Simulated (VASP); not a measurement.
# MgF2 (P4_2/mnm) in VASP: settings compared, part 2 of 2

VASP 6.6.1. Earlier steps stand in the parts before.

**3. Electric field gradients, r2SCAN**

POSCAR reads:

```
MgF2
1.0
    4.6151966100      0.0000000000      0.0000000000
    0.0000000000      4.6151966100      0.0000000000
    0.0000000000      0.0000000000      3.0477835100
Mg F
2 4
Direct
    0.5000000000      0.5000000000      0.5000000000
    0.0000000000      0.0000000000      0.0000000000
    0.6970798600      0.6970798600      0.0000000000
    0.8029201400      0.1970798600      0.5000000000
    0.3029201400      0.3029201400      0.0000000000
    0.1970798600      0.8029201400      0.5000000000
```

INCAR.step1 reads:

```
ALGO = Normal
EDIFF = 1E-5
ENCUT = 580
GGA = PE
GGA_COMPAT = F
ISMEAR = -1
LASPH = T
LCHARG = F
LREAL = F
LWAVE = T
NBANDS = 25
NELM = 120
PREC = Accurate
SIGMA = 0.01
```

INCAR.step2 reads:

```
ALGO = Normal
EDIFF = 1E-8
ENCUT = 580
GGA_COMPAT = F
ISIF = 2
ISMEAR = -1
ISTART = 1
LASPH = T
LCHARG = F
LEFG = T
LMIXTAU = T
LREAL = F
LWAVE = F
METAGGA = R2SCAN
NBANDS = 25
NELM = 120
PREC = Accurate
SIGMA = 0.01
```

KPOINTS reads:

```
k-points
0
Gamma
  7 7 11
```

Potentials or basis: VASP PAW PBE potentials, release 64 (Mg, F).

Launch:

```console
$ cat potpaw_PBE.64/Mg/POTCAR potpaw_PBE.64/F/POTCAR > POTCAR
$ cp INCAR.step1 INCAR
$ mpirun -np 1 vasp_std > vasp.out
$ cp INCAR.step2 INCAR
$ mpirun -np 1 vasp_std > vasp.out
```

OUTCAR:

```text
EDIFF = 1E-8
   ENCUT = 580
   ISIF = 2
   ISMEAR = -1
   ISTART = 1
   LASPH = T
   LREAL = F
   METAGGA = R2SCAN
   NELM = 120
   PREC = Accurate

 ion  position               nearest neighbor table
   1  0.500  0.500  0.500-   4 1.98   6 1.98   5 1.99   3 1.99   3 1.99   5 1.99   2 3.60   2 3.60
                             2 3.60   2 3.60   2 3.60   2 3.60   2 3.60   2 3.60
   2  0.000  0.000  0.000-   3 1.98   5 1.98   4 1.99   6 1.99   4 1.99   6 1.99   1 3.60   1 3.60
                             1 3.60   1 3.60   1 3.60   1 3.60   1 3.60   1 3.60
   3  0.697  0.697  0.000-   2 1.98   1 1.99   1 1.99
   4  0.803  0.197  0.500-   1 1.98   2 1.99   2 1.99
   5  0.303  0.303  0.000-   2 1.98   1 1.99   1 1.99
   6  0.197  0.803  0.500-   1 1.98   2 1.99   2 1.99

  LATTYP: Found a simple tetragonal cell.
 ALAT       =     4.6151966100
 C/A-ratio  =     0.6603799941

  Lattice vectors:

 A1 = (   4.6151966100,   0.0000000000,   0.0000000000)
 A2 = (   0.0000000000,   4.6151966100,   0.0000000000)
 A3 = (   0.0000000000,   0.0000000000,   3.0477835100)

Analysis of symmetry for initial positions (statically):
=====================================================================
 Subroutine PRICEL returns:
 Original cell was already a primitive cell.

 Routine SETGRP: Setting up the symmetry group for a
 simple tetragonal supercell.

 Subroutine GETGRP returns: Found 16 space group operations
 (whereof  8 operations were pure point group operations)
 out of a pool of 16 trial point group operations.

The static configuration has the point symmetry D_2h.
 The point group associated with its full space group is D_4h.

Analysis of symmetry for dynamics (positions and initial velocities):
=====================================================================
 Subroutine PRICEL returns:
 Original cell was already a primitive cell.

 Routine SETGRP: Setting up the symmetry group for a
 simple tetragonal supercell.

 Subroutine GETGRP returns: Found 16 space group operations
 (whereof  8 operations were pure point group operations)
 out of a pool of 16 trial point group operations.

The dynamic configuration has the point symmetry D_2h.
 The point group associated with its full space group is D_4h.

 Subroutine INISYM returns: Found 16 space group operations
 (whereof  8 operations are pure point group operations),
 and found     1 'primitive' translations

----------------------------------------------------------------------------------------

                                     Primitive cell

  volume of cell :      64.9179

  direct lattice vectors                    reciprocal lattice vectors
     4.615196610  0.000000000  0.000000000     0.216675493  0.000000000  0.000000000
     0.000000000  4.615196610  0.000000000     0.000000000  0.216675493  0.000000000
     0.000000000  0.000000000  3.047783510     0.000000000  0.000000000  0.328107294

  length of vectors
     4.615196610  4.615196610  3.047783510     0.216675493  0.216675493  0.328107294

[... 110 lines left out ...]
  Fermi-wavevector in a.u.,A,eV,Ry     =   1.293213  2.443818 22.754373  1.672399
  Thomas-Fermi vector in A             =   2.424872
   LORBIT       =      0    0 simple, 1 ext, 2 COOP (PROOUT), +10 PAW based schemes
   METAGGA = R2SCAN    functional components
   LHFCALC =     F    Hartree Fock is set to
   AEXX    =    0.0000 exact exchange contribution
   IVDW    =     0    specifies the selected vdW correction
   LEPSILON=     F    determine dielectric tensor
   LRPA    =     F    only Hartree local field effects (RPA)
 non-spin polarized calculation
  energy-cutoff  :      580.00
  volume of cell :       64.92
 maximum number of plane-waves:      2080
   NGX = 19   NGY = 19   NGZ = 11

 number of electron      32.0000032 magnetization

 Free energy of the ion-electron system (eV)
  ---------------------------------------------------
  ext. energy  EPLUGINS =         0.00000000
  ---------------------------------------------------
  free energy    TOTEN  =       -43.84608380 eV

  energy without entropy =      -43.84608380  energy(sigma->0) =      -43.84608380

 E-fermi :  -1.5440     XC(G=0): -10.2710

 val. band max:       -1.8289573640   @ k =   0.0000   0.0000   0.0000
 cond. band min:       6.2147309855   @ k =   0.0000   0.0000   0.0000
 fundamental gap:      8.0436883495
 Fermi energy:        -1.5439749450

 k-point     1 :       0.0000    0.0000    0.0000
  band No.  band energies     occupation
      1     -23.7118      2.00000
      2     -22.9233      2.00000
      3     -22.9233      2.00000
      4     -22.8331      2.00000
      5      -5.8865      2.00000
      6      -4.3562      2.00000
[... 661 lines left out ...]
     24      16.4148      0.00000
     25      16.9417      0.00000

 [... further k-points ...]

------------------------ aborting loop because EDIFF is reached ----------------------------------------

  FORCE on cell =-STRESS in cart. coord.  units (eV):
  Direction    XX          YY          ZZ          XY          YZ          ZX
  --------------------------------------------------------------------------------------
  -------------------------------------------------------------------------------------
  Total       -0.3819829     -0.3819829     -0.5364121     -0.0000000      0.0000000      0.0000000
  in kB       -9.4273575     -9.4273575    -13.2386773     -0.0000000      0.0000000      0.0000000
  external PRESSURE =     -10.6977974 kB  Pullay stress =       0.0000000 kB

 VOLUME and BASIS-vectors are now :
 -----------------------------------------------------------------------------
  energy-cutoff  :      580.00
  volume of cell :       64.92
      direct lattice vectors                 reciprocal lattice vectors
     4.615196610  0.000000000  0.000000000     0.216675493  0.000000000  0.000000000
     0.000000000  4.615196610  0.000000000     0.000000000  0.216675493  0.000000000
     0.000000000  0.000000000  3.047783510     0.000000000  0.000000000  0.328107294

 POSITION                                       TOTAL-FORCE (eV/Angst)
 -----------------------------------------------------------------------------------
      2.30760      2.30760      1.52389         0.000000      0.000000     -0.000000
      0.00000      0.00000      0.00000         0.000000      0.000000     -0.000000
      3.21716      3.21716      0.00000        -0.007118     -0.007118      0.000000
      3.70563      0.90956      1.52389         0.007118     -0.007118     -0.000000
      1.39804      1.39804      0.00000         0.007118      0.007118     -0.000000
      0.90956      3.70563      1.52389        -0.007118      0.007118     -0.000000
 -----------------------------------------------------------------------------------
    total drift:                                0.000000     -0.000000      0.000000

  FREE ENERGIE OF THE ION-ELECTRON SYSTEM (eV)
  ---------------------------------------------------
  free  energy   TOTEN  =       -43.8460838045 eV

  energy  without entropy=      -43.8460838045  energy(sigma->0) =      -43.84608380

 Electric field gradients (V/A^2)
---------------------------------------------------------------------
 ion       V_xx      V_yy      V_zz      V_xy      V_xz      V_yz
---------------------------------------------------------------------
   1       2.272     2.272    -4.544     4.133     0.000     0.000
   2       2.272     2.272    -4.544    -4.133     0.000     0.000
   3      -8.211    -8.211    16.423    37.770    -0.000     0.000
   4      -8.211    -8.211    16.423   -37.770    -0.000    -0.000
   5      -8.211    -8.211    16.423    37.770     0.000     0.000
   6      -8.211    -8.211    16.423   -37.770    -0.000     0.000
---------------------------------------------------------------------

 Electric field gradients after diagonalization (V/A^2)
 (convention: |V_zz| > |V_xx| > |V_yy|)
----------------------------------------------------------------------
 ion       V_xx      V_yy      V_zz     asymmetry (V_yy - V_xx)/ V_zz
----------------------------------------------------------------------
   1      -4.544    -1.861     6.405       0.419
   2      -4.544    -1.861     6.405       0.419
   3      29.558    16.423   -45.981       0.286
   4      29.558    16.423   -45.981       0.286
   5      29.558    16.423   -45.981       0.286
   6      29.558    16.423   -45.981       0.286
----------------------------------------------------------------------

           NMR quadrupolar parameters

 Cq : quadrupolar parameter    Cq=e*Q*V_zz/h
 eta: asymmetry parameters     (V_yy - V_xx)/ V_zz
 Q  : nuclear electric quadrupole moment in mb (millibarn)
----------------------------------------------------------------------
 ion       Cq(MHz)       eta       Q (mb)
----------------------------------------------------------------------
   1       0.015       0.419       1.000
   2       0.015       0.419       1.000
   3      -0.111       0.286       1.000
   4      -0.111       0.286       1.000
   5      -0.111       0.286       1.000
   6      -0.111       0.286       1.000
----------------------------------------------------------------------
```

Wall time 4.5 min (1 thread of Oxide Virtual Turin-like, shared host); peak memory 0.2 GiB.

What came out:

```
Free energy                             : -43.8461 eV
Pressure                                : -1.1 GPa
Largest force                           : 0.010 eV/Å
Band gap on the k mesh                  : 8.04 eV
Largest electric field gradient by atom : Mg +6.4; F -46.0 V/Å²
```

Forces on the atoms (eV/Å):
```
Mg   0.000  0.000  0.000
Mg   0.000  0.000  0.000
F   -0.007 -0.007  0.000
F    0.007 -0.007  0.000
F    0.007  0.007  0.000
F   -0.007  0.007  0.000
```

Stress tensor (GPa, compression positive):
```
-0.94  0.00  0.00
 0.00 -0.94  0.00
 0.00  0.00 -1.32
```

Levels at points of the mesh, in eV from the valence-band top:
```tsv
k point	band 13	band 14	band 15	band 16	band 17	band 18	band 19	band 20
(0.00, 0.00, 0.00)	-0.73	-0.32	-0.32	0.00	8.04	13.28	13.28	14.80
```

Electric field gradients, principal values (V/Å²):
| atom | least | middle | greatest (by size) |
| --- | --- | --- | --- |
| 1 Mg | -1.861 | -4.544 | 6.405 |
| 2 Mg | -1.861 | -4.544 | 6.405 |
| 3 F | 16.423 | 29.558 | -45.981 |
| 4 F | 16.423 | 29.558 | -45.981 |
| 5 F | 16.423 | 29.558 | -45.981 |
| 6 F | 16.423 | 29.558 | -45.981 |

Caveat: without QUAD_EFG the Cq values of the log hold for a quadrupole moment of 1 mb, not for the nuclei; the PAW data sets were made with another functional, which shifts forces and pressure a little. A k mesh can miss the band edges.

**4. Electric field gradients, r2SCAN**

POSCAR is that of step 3.

INCAR.step1 reads:

```
SYSTEM = MgF2
PREC = Accurate
ENCUT = 580
ISMEAR = -1
SIGMA = 0.01
LREAL = .FALSE.
LASPH = .TRUE.
NELM = 120
NBANDS = 25
GGA = PE
ALGO = Normal
EDIFF = 1E-5
LWAVE = .TRUE.
LCHARG = .FALSE.
GGA_COMPAT = .FALSE.
```

INCAR.step2 reads:

```
SYSTEM = MgF2
PREC = Accurate
ENCUT = 580
EDIFF = 1E-8
ISMEAR = -1
SIGMA = 0.01
LREAL = .FALSE.
LASPH = .TRUE.
NELM = 120
ALGO = Normal
ISIF = 2
LWAVE = .FALSE.
LCHARG = .FALSE.
METAGGA = R2SCAN
LMIXTAU = .TRUE.
LEFG = .TRUE.
NBANDS = 25
ISTART = 1
GGA_COMPAT = .FALSE.
```

KPOINTS reads:

```
regular mesh
0
G
  7 7 11
  0 0 0
```

Potentials or basis: VASP PAW PBE potentials, release 64 (Mg, F).

Launch:

```console
$ cat potpaw_PBE.64/Mg/POTCAR potpaw_PBE.64/F/POTCAR > POTCAR
$ cp INCAR.step1 INCAR
$ mpirun -np 1 vasp_std > vasp.out
$ cp INCAR.step2 INCAR
$ mpirun -np 1 vasp_std > vasp.out
```

OUTCAR:

```text
SYSTEM = MgF2
   PREC = Accurate
   ENCUT = 580
   EDIFF = 1E-8
   ISMEAR = -1
   LREAL = .FALSE.
   LASPH = .TRUE.
   NELM = 120
   ISIF = 2
   METAGGA = R2SCAN
   ISTART = 1

 ion  position               nearest neighbor table
   1  0.500  0.500  0.500-   4 1.98   6 1.98   5 1.99   3 1.99   3 1.99   5 1.99   2 3.60   2 3.60
                             2 3.60   2 3.60   2 3.60   2 3.60   2 3.60   2 3.60
   2  0.000  0.000  0.000-   3 1.98   5 1.98   4 1.99   6 1.99   4 1.99   6 1.99   1 3.60   1 3.60
                             1 3.60   1 3.60   1 3.60   1 3.60   1 3.60   1 3.60
   3  0.697  0.697  0.000-   2 1.98   1 1.99   1 1.99
   4  0.803  0.197  0.500-   1 1.98   2 1.99   2 1.99
   5  0.303  0.303  0.000-   2 1.98   1 1.99   1 1.99
   6  0.197  0.803  0.500-   1 1.98   2 1.99   2 1.99

  LATTYP: Found a simple tetragonal cell.
 ALAT       =     4.6151966100
 C/A-ratio  =     0.6603799941

  Lattice vectors:

 A1 = (   4.6151966100,   0.0000000000,   0.0000000000)
 A2 = (   0.0000000000,   4.6151966100,   0.0000000000)
 A3 = (   0.0000000000,   0.0000000000,   3.0477835100)

[... 891 lines left out ...]
 -----------------------------------------------------------------------------------
    total drift:                                0.000000     -0.000000      0.000000

  FREE ENERGIE OF THE ION-ELECTRON SYSTEM (eV)
  ---------------------------------------------------
  free  energy   TOTEN  =       -43.8460838045 eV

  energy  without entropy=      -43.8460838045  energy(sigma->0) =      -43.84608380

 Electric field gradients (V/A^2)
---------------------------------------------------------------------
 ion       V_xx      V_yy      V_zz      V_xy      V_xz      V_yz
---------------------------------------------------------------------
   1       2.272     2.272    -4.544     4.133     0.000     0.000
   2       2.272     2.272    -4.544    -4.133     0.000     0.000
   3      -8.211    -8.211    16.423    37.770    -0.000     0.000
   4      -8.211    -8.211    16.423   -37.770    -0.000    -0.000
   5      -8.211    -8.211    16.423    37.770     0.000     0.000
   6      -8.211    -8.211    16.423   -37.770    -0.000     0.000
---------------------------------------------------------------------

 Electric field gradients after diagonalization (V/A^2)
 (convention: |V_zz| > |V_xx| > |V_yy|)
----------------------------------------------------------------------
 ion       V_xx      V_yy      V_zz     asymmetry (V_yy - V_xx)/ V_zz
----------------------------------------------------------------------
   1      -4.544    -1.861     6.405       0.419
   2      -4.544    -1.861     6.405       0.419
   3      29.558    16.423   -45.981       0.286
   4      29.558    16.423   -45.981       0.286
   5      29.558    16.423   -45.981       0.286
   6      29.558    16.423   -45.981       0.286
----------------------------------------------------------------------

           NMR quadrupolar parameters

 Cq : quadrupolar parameter    Cq=e*Q*V_zz/h
 eta: asymmetry parameters     (V_yy - V_xx)/ V_zz
 Q  : nuclear electric quadrupole moment in mb (millibarn)
----------------------------------------------------------------------
 ion       Cq(MHz)       eta       Q (mb)
----------------------------------------------------------------------
   1       0.015       0.419       1.000
   2       0.015       0.419       1.000
   3      -0.111       0.286       1.000
   4      -0.111       0.286       1.000
   5      -0.111       0.286       1.000
   6      -0.111       0.286       1.000
----------------------------------------------------------------------
```

It took 4.7 min on 1 thread of Oxide Virtual Turin-like, shared host; peak memory 0.2 GiB.

What came out:

| Quantity | Value |
| --- | --- |
| Free energy | -43.8461 eV |
| Pressure | -1.1 GPa |
| Largest force | 0.010 eV/Å |
| Band gap on the k mesh | 8.04 eV |
| Largest electric field gradient by atom | Mg +6.4; F -46.0 V/Å² |

Forces on the atoms (eV/Å):
```
Mg   0.000  0.000  0.000
Mg   0.000  0.000  0.000
F   -0.007 -0.007  0.000
F    0.007 -0.007  0.000
F    0.007  0.007  0.000
F   -0.007  0.007  0.000
```

Stress tensor (GPa, compression positive):
```
-0.94  0.00  0.00
 0.00 -0.94  0.00
 0.00  0.00 -1.32
```

Electric field gradients, principal values (V/Å²):
| atom | least | middle | greatest (by size) |
| --- | --- | --- | --- |
| 1 Mg | -1.861 | -4.544 | 6.405 |
| 2 Mg | -1.861 | -4.544 | 6.405 |
| 3 F | 16.423 | 29.558 | -45.981 |
| 4 F | 16.423 | 29.558 | -45.981 |
| 5 F | 16.423 | 29.558 | -45.981 |
| 6 F | 16.423 | 29.558 | -45.981 |

Caveat: without QUAD_EFG the Cq values of the log hold for a quadrupole moment of 1 mb, not for the nuclei; the PAW data sets were made with another functional, which shifts forces and pressure a little. A k mesh can miss the band edges.
